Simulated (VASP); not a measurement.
# Cs (Fm-3m) in VASP: notebook, part 2 of 2

VASP 6.6.1. Earlier steps stand in the parts before.

## (4) Single point, LDA

This run uses another cell than the first one, of 123.10 Å³/atom.

Contents of INCAR:

```
  ALGO = Normal
  EDIFF = 1E-6
  ENCUT = 500
  GGA = CA
  GGA_COMPAT = F
  ISIF = 2
  ISMEAR = -1
  LASPH = T
  LCHARG = F
  LREAL = F
  LWAVE = F
  NBANDS = 10
  NELM = 120
  PREC = Accurate
  SIGMA = 0.05
```

Contents of KPOINTS:

```
k-points
0
Gamma
  6 6 6
```

Contents of POSCAR:

```
Cs
1.0
    0.0000000000      3.9483357400      3.9483357400
    3.9483357400      0.0000000000      3.9483357400
    3.9483357400      3.9483357400      0.0000000000
Cs
1
Direct
    0.0000000000      0.0000000000      0.0000000000
```

Potentials or basis: VASP PAW LDA potentials, release 64 (Cs_sv).

Command:

```console
> cat potpaw_LDA.64/Cs_sv/POTCAR > POTCAR
> mpirun -np 1 vasp_std > vasp.out
```

OUTCAR:

```text
EDIFF = 1E-6
   ENCUT = 500
   GGA = CA
   ISIF = 2
   ISMEAR = -1
   LASPH = T
   LREAL = F
   NELM = 120
   PREC = Accurate

 ion  position               nearest neighbor table
   1  0.000  0.000  0.000-

  LATTYP: Found a face centered cubic cell.
 ALAT       =     7.8966714800

  Lattice vectors:

 A1 = (   0.0000000000,   3.9483357400,   3.9483357400)
 A2 = (   3.9483357400,   0.0000000000,   3.9483357400)
 A3 = (   3.9483357400,   3.9483357400,   0.0000000000)

Analysis of symmetry for initial positions (statically):
=====================================================================
 Subroutine PRICEL returns:
 Original cell was already a primitive cell.

 Routine SETGRP: Setting up the symmetry group for a
 face centered cubic supercell.

 Subroutine GETGRP returns: Found 48 space group operations
 (whereof 48 operations were pure point group operations)
 out of a pool of 48 trial point group operations.

The static configuration has the point symmetry O_h .

Analysis of symmetry for dynamics (positions and initial velocities):
[... 153 lines left out ...]
 Fermi energy:         0.1009438677

 k-point     1 :       0.0000    0.0000    0.0000
  band No.  band energies     occupation
      1     -23.7374      2.00000
      2     -10.4831      2.00000
      3     -10.4831      2.00000
      4     -10.4831      2.00000
      5      -1.4888      2.00000
      6       2.4743      0.00000
      7       2.4743      0.00000
      8       2.4743      0.00000
      9       3.4751      0.00000
     10       3.4751      0.00000
[... 183 lines left out ...]
 k-point    16 :      -0.3333    0.5000    0.1667
  band No.  band energies     occupation
      1     -23.7316      2.00000
      2     -10.5710      2.00000
      3     -10.5394      2.00000
      4     -10.5243      2.00000
      5       0.7662      0.00000
      6       1.2407      0.00000
      7       1.3956      0.00000
      8       2.3731      0.00000
      9       4.1606      0.00000
     10       4.1706      0.00000

------------------------ aborting loop because EDIFF is reached ----------------------------------------

  FORCE on cell =-STRESS in cart. coord.  units (eV):
  Direction    XX          YY          ZZ          XY          YZ          ZX
  --------------------------------------------------------------------------------------
  -------------------------------------------------------------------------------------
  Total       -0.2998458     -0.2998458     -0.2998458      0.0000000      0.0000000      0.0000000
  in kB       -3.9024413     -3.9024413     -3.9024413      0.0000000      0.0000000      0.0000000
  external PRESSURE =      -3.9024413 kB  Pullay stress =       0.0000000 kB

 VOLUME and BASIS-vectors are now :
 -----------------------------------------------------------------------------
  energy-cutoff  :      500.00
  volume of cell :      123.10
      direct lattice vectors                 reciprocal lattice vectors
     0.000000000  3.948335740  3.948335740    -0.126635634  0.126635634  0.126635634
     3.948335740  0.000000000  3.948335740     0.126635634 -0.126635634  0.126635634
     3.948335740  3.948335740  0.000000000     0.126635634  0.126635634 -0.126635634

 POSITION                                       TOTAL-FORCE (eV/Angst)
 -----------------------------------------------------------------------------------
      0.00000      0.00000      0.00000         0.000000      0.000000      0.000000
 -----------------------------------------------------------------------------------
    total drift:                                0.000000     -0.000000     -0.000000

  FREE ENERGIE OF THE ION-ELECTRON SYSTEM (eV)
  ---------------------------------------------------
  free  energy   TOTEN  =        -0.9493878800 eV

  energy  without entropy=       -0.9346855130  energy(sigma->0) =       -0.94203670
```

OSZICAR:

```text
N       E                     dE             d eps       ncg     rms          rms(c)
DAV:   1     0.529141023899E+02    0.52914E+02   -0.29546E+03   320   0.616E+02
DAV:   2     0.427140210266E+01   -0.48643E+02   -0.47213E+02   418   0.106E+02
DAV:   3    -0.869903812512E+00   -0.51413E+01   -0.51247E+01   366   0.410E+01
DAV:   4    -0.948807570788E+00   -0.78904E-01   -0.78875E-01   408   0.599E+00
DAV:   5    -0.949354471697E+00   -0.54690E-03   -0.54687E-03   448   0.472E-01    0.122E-01
DAV:   6    -0.949149582622E+00    0.20489E-03   -0.11184E-03   436   0.151E-01    0.818E-02
DAV:   7    -0.949352400710E+00   -0.20282E-03   -0.22096E-03   422   0.210E-01    0.320E-02
DAV:   8    -0.949386579415E+00   -0.34179E-04   -0.63793E-05   384   0.482E-02    0.411E-03
DAV:   9    -0.949387749046E+00   -0.11696E-05   -0.39473E-06   424   0.946E-03    0.254E-03
DAV:  10    -0.949387880003E+00   -0.13096E-06   -0.10327E-06   296   0.483E-03
   1 F= -.94938788E+00 E0= -.94203670E+00  d E =-.147024E-01
```

stdout:

```text
POSCAR found type information on POSCAR Cs
 POSCAR found :  1 types and       1 ions
 scaLAPACK will be used
 LDA part: xc-table for (Slater(with rela. corr.)+CA(PZ))
 , standard interpolation
 POSCAR, INCAR and KPOINTS ok, starting setup
 FFT: planning ... GRIDC
 FFT: planning ... GRID_SOFT
 FFT: planning ... GRID
 WAVECAR not read
 entering main loop
```

It took 30 s on 1 thread of Intel Xeon 8259CL, shared host; peak memory 0.2 GiB.

What came out:

- Free energy: -0.9494 eV
- Pressure: -0.4 GPa
- Band gap on the k mesh: zero (an odd number of electrons rules out a gap without spin polarisation)

Levels at points of the mesh, in eV from the Fermi level:
```csv
k point,band 3,band 4,band 5,band 6,band 7,band 8
"(0.00, 0.00, 0.00)",-10.58,-10.58,-1.59,2.37,2.37,2.37
"(0.50, 0.00, 0.00)",-10.60,-10.60,-0.02,0.80,2.25,2.25
"(0.50, 0.50, 0.00)",-10.62,-10.62,0.35,1.08,1.40,3.85
```

Caveat: spin-orbit coupling is left out, which moves the levels of the heavy elements.

## (5) Single point, HSE06

This run uses another cell than the first one, of 123.10 Å³/atom.

POSCAR is that of step 4.

Contents of INCAR.step1:

```
PREC     = Accurate       # precision mode
ENCUT    = 520            # plane-wave cutoff, eV
EDIFF    = 1E-5           # SCF threshold, eV
ISMEAR   = -1             # smearing method
SIGMA    = 0.05           # smearing width, eV
LREAL    = False          # projectors in reciprocal space
LASPH    = True           # aspherical terms in the spheres
NELM     = 60             # most SCF steps
ALGO     = Normal         # electronic algorithm
ISIF     = 2              # what is computed and relaxed
LWAVE    = True           # write WAVECAR
LCHARG   = False          # write CHGCAR
NBANDS   = 10             # bands
GGA      = PE             # functional
```

Contents of INCAR.step2:

```
PREC     = Accurate       # precision mode
ENCUT    = 520            # plane-wave cutoff, eV
EDIFF    = 1E-6           # SCF threshold, eV
ISMEAR   = -1             # smearing method
SIGMA    = 0.05           # smearing width, eV
LREAL    = False          # projectors in reciprocal space
LASPH    = True           # aspherical terms in the spheres
NELM     = 60             # most SCF steps
ALGO     = Normal         # electronic algorithm
ISIF     = 2              # what is computed and relaxed
LWAVE    = False          # write WAVECAR
LCHARG   = False          # write CHGCAR
GGA      = PE             # functional
LHFCALC  = True           # exact exchange
HFSCREEN = 0.2079         # screening, 1/A
PRECFOCK = Normal       
NBANDS   = 10             # bands
ISTART   = 1
```

Contents of KPOINTS:

```
Automatic mesh
0
Gamma
  4 4 4
```

Potentials or basis: VASP PAW PBE potentials, release 64 (Cs_sv).

Command:

```console
> cat potpaw_PBE.64/Cs_sv/POTCAR > POTCAR
> cp INCAR.step1 INCAR
> mpirun -np 1 vasp_std > vasp.out
> cp INCAR.step2 INCAR
> mpirun -np 1 vasp_std > vasp.out
```

OUTCAR:

```text
PREC = Accurate
   ENCUT = 520
   EDIFF = 1E-6
   ISMEAR = -1
   LREAL = False
   LASPH = True
   NELM = 60
   ISIF = 2
   GGA = PE
   LHFCALC = True
   HFSCREEN = 0.2079
   PRECFOCK = Normal
   ISTART = 1

 ion  position               nearest neighbor table
   1  0.000  0.000  0.000-

  LATTYP: Found a face centered cubic cell.
 ALAT       =     7.8966714800

  Lattice vectors:

[... 271 lines left out ...]
      5       1.2547      0.00000
      6       1.6517      0.00000
      7       1.6517      0.00000
      8       2.5315      0.00000
      9       4.9478      0.00000
     10       4.9566      0.00000

------------------------ aborting loop because EDIFF is reached ----------------------------------------

  FORCE on cell =-STRESS in cart. coord.  units (eV):
  Direction    XX          YY          ZZ          XY          YZ          ZX
  --------------------------------------------------------------------------------------
  -------------------------------------------------------------------------------------
  Total       -0.0186043     -0.0186043     -0.0186043     -0.0000000      0.0000000      0.0000000
  in kB       -0.2421315     -0.2421315     -0.2421315     -0.0000000      0.0000000      0.0000000
  external PRESSURE =      -0.2421315 kB  Pullay stress =       0.0000000 kB

 VOLUME and BASIS-vectors are now :
 -----------------------------------------------------------------------------
  energy-cutoff  :      520.00
  volume of cell :      123.10
      direct lattice vectors                 reciprocal lattice vectors
     0.000000000  3.948335740  3.948335740    -0.126635634  0.126635634  0.126635634
     3.948335740  0.000000000  3.948335740     0.126635634 -0.126635634  0.126635634
     3.948335740  3.948335740  0.000000000     0.126635634  0.126635634 -0.126635634

 POSITION                                       TOTAL-FORCE (eV/Angst)
 -----------------------------------------------------------------------------------
      0.00000      0.00000      0.00000         0.000000     -0.000000      0.000000
 -----------------------------------------------------------------------------------
    total drift:                               -0.000099     -0.000529     -0.000177

  FREE ENERGIE OF THE ION-ELECTRON SYSTEM (eV)
  ---------------------------------------------------
  free  energy   TOTEN  =        -0.8985554891 eV

  energy  without entropy=       -0.8844416924  energy(sigma->0) =       -0.89149859
```

Wall time 3.2 min (1 thread of Intel Xeon Platinum 8259CL at 2.50GHz (Skylake/Cascade Lake), shared host); peak memory 0.35 GiB.

Results:

| Item | Value |
| --- | --- |
| Free energy | -0.8986 eV |
| Pressure | 0.0 GPa |
| Band gap on the k mesh | zero (an odd number of electrons rules out a gap without spin polarisation) |

Caveat: the PAW data sets were made with another functional, which shifts forces and pressure a little; spin-orbit coupling is left out, which moves the levels of the heavy elements.

## (6) Summary

```tsv
level	potentials or basis	spin	cell	k mesh	cutoff (eV)	grid for exact exchange (PRECFOCK)	share of exact exchange	screening parameter	gap on the mesh (eV)	pressure (GPa)
PBE	VASP PAW PBE potentials, release 64 (Cs_sv)	off	a = 5.657 Å, angles 60.0°, 1 atom	6 × 6 × 6	500	-	-	-	none	-0.1
PBEsol	VASP PAW PBE potentials, release 64 (Cs_sv)	non-collinear, zero start, SOC	a = 5.584 Å, angles 60.0°, 1 atom	6 × 6 × 6	520	-	-	-	-	-0.2
LDA	VASP PAW LDA potentials, release 64 (Cs_sv)	off	a = 5.584 Å, angles 60.0°, 1 atom	6 × 6 × 6	500	-	-	-	none	-0.4
HSE06	VASP PAW PBE potentials, release 64 (Cs_sv)	off	a = 5.584 Å, angles 60.0°, 1 atom	4 × 4 × 4	520	Normal	0.25	0.2079 1/Å	none	0.0
```

Alike in all rows: task single point; smearing fermi-dirac 0.05 eV.

Caveats: spin-orbit coupling is left out, which moves the levels of the heavy elements (at least some runs); the PAW data sets were made with another functional, which shifts forces and pressure a little (at least some runs).

Total energies depend on the potentials used, so only differences within one code and one set of settings carry meaning.
